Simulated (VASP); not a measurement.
# Na6PS3 (Im-3m) in VASP: relaxation of cell and atoms with PBE

Aim: the relaxation of cell and atoms of Na6PS3 with PBE.

Everything below comes from runs of VASP 6.6.1. Logs are shortened: lines on timing, memory, paths and dates and some standing lists are left out, and cuts for length are marked.

## Step 1: The cell of the first run

The structure is cubic, space group Im-3m (No. 229). Conventional cell: a = 10.547 Å, b = 10.547 Å, c = 10.547 Å, α = 90.00°, β = 90.00°, γ = 90.00°. Within 3.4 Å of Na (site symmetry 4mm) lie 1 S at 2.54 Å and 1 P at 2.73 Å. P (site symmetry m-3m) has 6 Na at 2.73 Å within 3.6 Å. Within 3.4 Å of S (site symmetry 4/mmm) lie 2 Na at 2.54 Å.

The cell was generated, and may not be a known phase.

## Step 2: Relaxation of cell and atoms, PBE

File INCAR:

```
SYSTEM = Na6PS3
ALGO = Normal ; EDIFF = 1E-6
EDIFFG = -0.01 ; ENCUT = 600
GGA = PE ; IBRION = 2
ISIF = 3 ; ISMEAR = 0
LASPH = .True. ; LCHARG = .False.
LREAL = .False. ; LWAVE = .False.
NELM = 80 ; NSW = 100
PREC = Accurate ; SIGMA = 0.1
```

File KPOINTS:

```
k-points
0
Gamma
  6 6 6
  0 0 0
```

File POSCAR:

```
Na6PS3
1.0
   -5.2736690933      5.2736690933      5.2736690933
    5.2736690933     -5.2736690933      5.2736690933
    5.2736690933      5.2736690933     -5.2736690933
Na P S
6 1 3
Direct
    0.0000000000      0.2589095836      0.2589095836
    0.0000000000      0.7410904164      0.7410904164
    0.2589095836      0.0000000000      0.2589095836
    0.7410904164      0.0000000000      0.7410904164
    0.2589095836      0.2589095836      0.0000000000
    0.7410904164      0.7410904164      0.0000000000
    0.0000000000      0.0000000000      0.0000000000
    0.0000000000      0.5000000000      0.5000000000
    0.5000000000      0.0000000000      0.5000000000
    0.5000000000      0.5000000000      0.0000000000
```

Potentials or basis: VASP PAW PBE potentials, release 64 (Na_pv, P, S).

Launch:

```sh
$ cat potpaw_PBE.64/Na_pv/POTCAR potpaw_PBE.64/P/POTCAR potpaw_PBE.64/S/POTCAR > POTCAR
$ mpirun -np 1 vasp_std > vasp.out
```

OUTCAR:

```text
SYSTEM = Na6PS3
   EDIFF = 1E-6
   EDIFFG = -0.01
   ENCUT = 600
   GGA = PE
   IBRION = 2
   ISIF = 3
   ISMEAR = 0
   LASPH = .True.
   LREAL = .False.
   NELM = 80
   NSW = 100
   PREC = Accurate

 ion  position               nearest neighbor table
   1  0.000  0.259  0.259-   8 2.54   7 2.73
   2  0.000  0.741  0.741-   8 2.54   7 2.73
   3  0.259  0.000  0.259-   9 2.54   7 2.73
   4  0.741  0.000  0.741-   9 2.54   7 2.73
   5  0.259  0.259  0.000-  10 2.54   7 2.73
   6  0.741  0.741  0.000-  10 2.54   7 2.73
   7  0.000  0.000  0.000-   1 2.73   2 2.73   3 2.73   4 2.73   5 2.73   6 2.73
   8  0.000  0.500  0.500-   1 2.54   2 2.54
   9  0.500  0.000  0.500-   3 2.54   4 2.54
  10  0.500  0.500  0.000-   5 2.54   6 2.54

  LATTYP: Found a body centered cubic cell.
 ALAT       =    10.5473381866

  Lattice vectors:

 A1 = (  -5.2736690933,   5.2736690933,   5.2736690933)
 A2 = (   5.2736690933,  -5.2736690933,   5.2736690933)
 A3 = (   5.2736690933,   5.2736690933,  -5.2736690933)

Analysis of symmetry for initial positions (statically):
=====================================================================
 Subroutine PRICEL returns:
 Original cell was already a primitive cell.

 Routine SETGRP: Setting up the symmetry group for a
 body centered cubic supercell.

 Subroutine GETGRP returns: Found 48 space group operations
 (whereof 48 operations were pure point group operations)
 out of a pool of 48 trial point group operations.

The static configuration has the point symmetry O_h .

Analysis of symmetry for dynamics (positions and initial velocities):
=====================================================================
 Subroutine PRICEL returns:
 Original cell was already a primitive cell.

 Routine SETGRP: Setting up the symmetry group for a
 body centered cubic supercell.

 Subroutine GETGRP returns: Found 48 space group operations
 (whereof 48 operations were pure point group operations)
 out of a pool of 48 trial point group operations.

The dynamic configuration has the point symmetry O_h .

 Subroutine INISYM returns: Found 48 space group operations
 (whereof 48 operations are pure point group operations),
 and found     1 'primitive' translations

----------------------------------------------------------------------------------------

                                     Primitive cell

  volume of cell :     586.6764

  direct lattice vectors                    reciprocal lattice vectors
    -5.273669093  5.273669093  5.273669093     0.000000000  0.094810651  0.094810651
     5.273669093 -5.273669093  5.273669093     0.094810651  0.000000000  0.094810651
     5.273669093  5.273669093 -5.273669093     0.094810651  0.094810651  0.000000000

  length of vectors
     9.134262812  9.134262812  9.134262812     0.134082509  0.134082509  0.134082509

  position of ions in fractional coordinates (direct lattice)
     0.000000000  0.258909584  0.258909584
     0.000000000  0.741090416  0.741090416
     0.258909584  0.000000000  0.258909584
     0.741090416  0.000000000  0.741090416
     0.258909584  0.258909584  0.000000000
     0.741090416  0.741090416  0.000000000
     0.000000000  0.000000000  0.000000000
     0.000000000  0.500000000  0.500000000
     0.500000000  0.000000000  0.500000000
     0.500000000  0.500000000  0.000000000

  ion indices of the primitive-cell ions
   primitive index   ion index
                 1           1
                 2           2
                 3           3
                 4           4
                 5           5
                 6           6
                 7           7
                 8           8
                 9           9
                10          10

----------------------------------------------------------------------------------------

 KPOINTS: k-points

Automatic generation of k-mesh.
 Grid dimensions read from file:
 generate k-points for:    6    6    6

 Generating k-lattice:

  Cartesian coordinates                     Fractional coordinates (reciprocal lattice)
     0.000000000  0.015801775  0.015801775     0.166666667  0.000000000  0.000000000
     0.015801775  0.000000000  0.015801775     0.000000000  0.166666667  0.000000000
     0.015801775  0.015801775  0.000000000     0.000000000  0.000000000  0.166666667

  Length of vectors
     0.022347085  0.022347085  0.022347085

  Shift w.r.t. Gamma in fractional coordinates (k-lattice)
     0.000000000  0.000000000  0.000000000

 Subroutine IBZKPT returns following result:
 ===========================================

 Found     16 irreducible k-points:

 Following reciprocal coordinates:
            Coordinates               Weight
  0.000000  0.000000  0.000000      1.000000
  0.166667  0.000000  0.000000     12.000000
  0.333333  0.000000  0.000000     12.000000
  0.500000  0.000000  0.000000      6.000000
  0.166667  0.166667  0.000000     24.000000
  0.333333  0.166667  0.000000     48.000000
[... 8 lines left out ...]
  0.500000  0.500000  0.333333     12.000000
  0.500000  0.500000  0.500000      1.000000
   k-points           NKPTS =     16   k-points in BZ     NKDIM =     16   number of bands    NBANDS=     39
   number of dos      NEDOS =    301   number of ions     NIONS =     10
   total plane-waves  NPLWV = 512000
   dimension x,y,z NGX =    80 NGY =   80 NGZ =   80
   dimension x,y,z NGXF=   160 NGYF=  160 NGZF=  160
   ions per type =               6   1   3
   NGX,Y,Z   is equivalent  to a cutoff of  14.56, 14.56, 14.56 a.u.
   NGXF,Y,Z  is equivalent  to a cutoff of  29.12, 29.12, 29.12 a.u.
 SYSTEM =  Na6PS3
   PREC   = accura    normal or accurate (medium, high low for compatibility)
   ISTART =      0    job   : 0-new  1-cont  2-samecut
   ICHARG =      2    charge: 1-file 2-atom 10-const
   ISPIN  =      1    spin polarized calculation?
   LNONCOLLINEAR =      F non collinear calculations
   LSORBIT =      F    spin-orbit coupling
   LASPH  =      T    aspherical Exc in radial PAW
   ENCUT  =  600.0 eV  44.10 Ry    6.64 a.u.  18.24 18.24 18.24*2*pi/ulx,y,z
   NELM   =     80;   NELMIN=  2; NELMDL= -5     # of ELM steps
   EDIFF  = 0.1E-05   stopping-criterion for ELM
   LREAL  =      F    real-space projection
   EDIFFG = -.1E-01   stopping-criterion for IOM
   NSW    =    100    number of steps for IOM
   IBRION =      2    ionic relax: 0-MD 1-quasi-New 2-CG
   NFREE  =      1    steps in history (QN), initial steepest desc. (CG)
   ISIF   =      3    stress and relaxation
   ISYM   =      2    0-nonsym 1-usesym 2-fastsym
   POTIM  = 0.5000    time-step for ionic-motion
   TEBEG  =    0.0;   TEEND  =   0.0 temperature during run
   PSTRESS=    0.0 pullay stress
   NELECT =      65.0000    total number of electrons
   NUPDOWN=      -1.0000    fix difference up-down
   EMIN   =  10.00;   EMAX   =-10.00  energy-range for DOS
   EFERMI =   0.00;   METHOD = LEGACY
   ISMEAR =     0;   SIGMA  =   0.10  broadening in eV -4-tet -1-fermi 0-gaus
   EFERMI_NEDOS =   21; number of points for ismear=-14 and -15
   IALGO  =     38    algorithm
   IMIX   =      4    mixing-type and parameters
     AMIX     =   0.40;   BMIX     =  1.00
     AMIX_MAG =   1.60;   BMIX_MAG =  1.00
  volume/ion in A,a.u.               =      58.67       395.91
  Fermi-wavevector in a.u.,A,eV,Ry     =   0.786285  1.485862  8.411712  0.618243
  Thomas-Fermi vector in A             =   1.890792
   LORBIT       =      0    0 simple, 1 ext, 2 COOP (PROOUT), +10 PAW based schemes
   GGA     = PE    functional components
   LHFCALC =     F    Hartree Fock is set to
   AEXX    =    0.0000 exact exchange contribution
   IVDW    =     0    specifies the selected vdW correction
   LEPSILON=     F    determine dielectric tensor
   LRPA    =     F    only Hartree local field effects (RPA)
 conjugate gradient relaxation of ions
 non-spin polarized calculation
 Gauss-broadening in eV      SIGMA  =   0.10
  energy-cutoff  :      600.00
  volume of cell :      586.68
 maximum number of plane-waves:     19650
 NGX is ok and might be reduce to    80
   NGX = 37   NGY = 37   NGZ = 37

--------------------------------------- Ionic step        1  -------------------------------------------

 number of electron      65.0000012 magnetization

 Free energy of the ion-electron system (eV)
  ---------------------------------------------------
  ext. energy  EPLUGINS =         0.00000000
  ---------------------------------------------------
  free energy    TOTEN  =       -25.18842935 eV

  energy without entropy =      -25.00105261  energy(sigma->0) =      -25.09474098

------------------------ aborting loop because EDIFF is reached ----------------------------------------

  FORCE on cell =-STRESS in cart. coord.  units (eV):
  Direction    XX          YY          ZZ          XY          YZ          ZX
  --------------------------------------------------------------------------------------
  -------------------------------------------------------------------------------------
  Total        1.1142978      1.1142978      1.1142978     -0.0000000      0.0000000     -0.0000000
  in kB        3.0430791      3.0430791      3.0430791     -0.0000000      0.0000000     -0.0000000
  external PRESSURE =       3.0430791 kB  Pullay stress =       0.0000000 kB

 VOLUME and BASIS-vectors are now :
 -----------------------------------------------------------------------------
  energy-cutoff  :      600.00
  volume of cell :      586.68
      direct lattice vectors                 reciprocal lattice vectors
    -5.273669093  5.273669093  5.273669093     0.000000000  0.094810651  0.094810651
     5.273669093 -5.273669093  5.273669093     0.094810651  0.000000000  0.094810651
     5.273669093  5.273669093 -5.273669093     0.094810651  0.094810651  0.000000000
[... 222 lines left out ...]
 -----------------------------------------------------------------------------------
      2.76349      0.00000      0.00000         0.014854      0.000000      0.000000
      7.91639      0.00000      0.00000        -0.014854      0.000000      0.000000
      0.00000      2.76349      0.00000         0.000000      0.014854      0.000000
      0.00000      7.91639      0.00000         0.000000     -0.014854      0.000000
      5.33994      5.33994     -2.57645         0.000000      0.000000      0.014854
      5.33994      5.33994      2.57645         0.000000      0.000000     -0.014854
      5.33994      5.33994     -5.33994         0.000000      0.000000      0.000000
      5.33994      0.00000      0.00000         0.000000      0.000000      0.000000
      0.00000      5.33994      0.00000         0.000000      0.000000     -0.000000
      5.33994      5.33994      0.00000         0.000000      0.000000     -0.000000
 -----------------------------------------------------------------------------------
    total drift:                               -0.000000      0.000000      0.000000

  FREE ENERGIE OF THE ION-ELECTRON SYSTEM (eV)
  ---------------------------------------------------
  free  energy   TOTEN  =       -25.2089763219 eV

  energy  without entropy=      -25.0161037457  energy(sigma->0) =      -25.11254003

--------------------------------------- Ionic step        7  -------------------------------------------

 number of electron      65.0000008 magnetization

 Free energy of the ion-electron system (eV)
  ---------------------------------------------------
  ext. energy  EPLUGINS =         0.00000000
  ---------------------------------------------------
  free energy    TOTEN  =       -25.20909911 eV

  energy without entropy =      -25.01586492  energy(sigma->0) =      -25.11248201

 E-fermi :  -2.6580     XC(G=0):  -4.5046

 val. band max:       -2.6849943479   @ k =  -0.1667   0.1667   0.1667
 cond. band min:      -2.6485307988   @ k =   0.5000   0.5000   0.3333
 fundamental gap:      0.0364635492
 Fermi energy:        -2.6579726386

 k-point     1 :       0.0000    0.0000    0.0000
  band No.  band energies     occupation
      1     -25.7494      2.00000
      2     -25.7494      2.00000
      3     -25.7494      2.00000
      4     -25.7470      2.00000
      5     -25.7470      2.00000
      6     -25.7470      2.00000
[... 683 lines left out ...]
 POSITION                                       TOTAL-FORCE (eV/Angst)
 -----------------------------------------------------------------------------------
      2.76650      0.00000      0.00000         0.003023     -0.000000      0.000000
      7.91565      0.00000      0.00000        -0.003023     -0.000000      0.000000
      0.00000      2.76650      0.00000         0.000000      0.003023      0.000000
      0.00000      7.91565      0.00000         0.000000     -0.003023      0.000000
      0.00000      0.00000      2.76650         0.000000     -0.000000      0.003023
      0.00000      0.00000      7.91565         0.000000     -0.000000     -0.003023
     -0.00000      0.00000      0.00000         0.000000     -0.000000      0.000000
      5.34108      0.00000      0.00000        -0.000000     -0.000000      0.000000
      0.00000      5.34108      0.00000         0.000000     -0.000000      0.000000
      0.00000      0.00000      5.34108        -0.000000     -0.000000      0.000000
 -----------------------------------------------------------------------------------
    total drift:                                0.000000     -0.000000      0.000000

  FREE ENERGIE OF THE ION-ELECTRON SYSTEM (eV)
  ---------------------------------------------------
  free  energy   TOTEN  =       -25.2090991056 eV

  energy  without entropy=      -25.0158649196  energy(sigma->0) =      -25.11248201

 reached required accuracy - stopping structural energy minimisation
```

Run time: 34 min. Hardware: 1 thread of Intel Xeon 6975P-C (Granite Rapids), shared host; peak memory 1.3 GiB.

Results:

```
Free energy                           : -25.2091 eV
Relaxed volume                        : 60.95 Å³/atom
Relaxed cell                          : a = 9.251 Å, b = 9.251 Å, c = 9.251 Å, α = 109.47°, β = 109.47°, γ = 109.47°
Space group after relaxing (to 0.1 Å) : Im-3m (No. 229)
Energy gained by relaxing             : 2.1 meV/atom
Ionic steps                           : 7
Pressure after relaxing               : 0.0 GPa
Largest force after relaxing          : 0.003 eV/Å
Band gap on the k mesh                : zero (an odd number of electrons rules out a gap without spin polarisation)
```

Forces on the atoms (eV/Å):
```
Na   0.003  0.000  0.000
Na  -0.003  0.000  0.000
Na   0.000  0.003  0.000
Na   0.000 -0.003  0.000
Na   0.000  0.000  0.003
Na   0.000  0.000 -0.003
P    0.000  0.000  0.000
S    0.000  0.000  0.000
S    0.000  0.000  0.000
S    0.000  0.000  0.000
```

The path:
```
step  energy change (eV)  largest force (eV/Å)  pressure (GPa)  volume (Å³)
   1              0.0000                0.0260            0.30       586.68
   2             -0.0141                0.0037            0.17       596.19
   3             -0.0203                0.0171            0.02       607.05
   4             -0.0204                0.0194            0.00       608.42
   5             -0.0204                0.0220            0.00       608.86
   6             -0.0205                0.0149           -0.01       609.07
   7             -0.0207                0.0030            0.00       609.46
```

Final structure:
```xyz
10
Lattice="-5.3411 5.3411 5.3411 5.3411 -5.3411 5.3411 5.3411 5.3411 -5.3411" Properties=species:S:1:pos:R:3 pbc="T T T"
Na    2.7665    0.0000    0.0000
Na    7.9157    0.0000    0.0000
Na    0.0000    2.7665    0.0000
Na    0.0000    7.9157    0.0000
Na    0.0000    0.0000    2.7665
Na    0.0000    0.0000    7.9157
P     0.0000    0.0000    0.0000
S     5.3411    0.0000    0.0000
S     0.0000    5.3411    0.0000
S     0.0000    0.0000    5.3411
```

Levels at points of the mesh, in eV from the Fermi level:
```csv
k point,band 29,band 30,band 31,band 32,band 33,band 34,band 35,band 36
"(0.00, 0.00, 0.00)",-0.07,-0.07,-0.07,0.05,0.05,0.05,2.23,3.94
"(0.50, 0.00, 0.00)",-0.14,-0.11,-0.10,-0.09,-0.05,0.03,2.91,3.65
"(0.50, 0.50, 0.50)",-0.04,-0.04,-0.04,0.03,0.03,0.03,3.04,4.10
```

The gap in the log of VASP goes by the Fermi energy; the results here count the filled bands.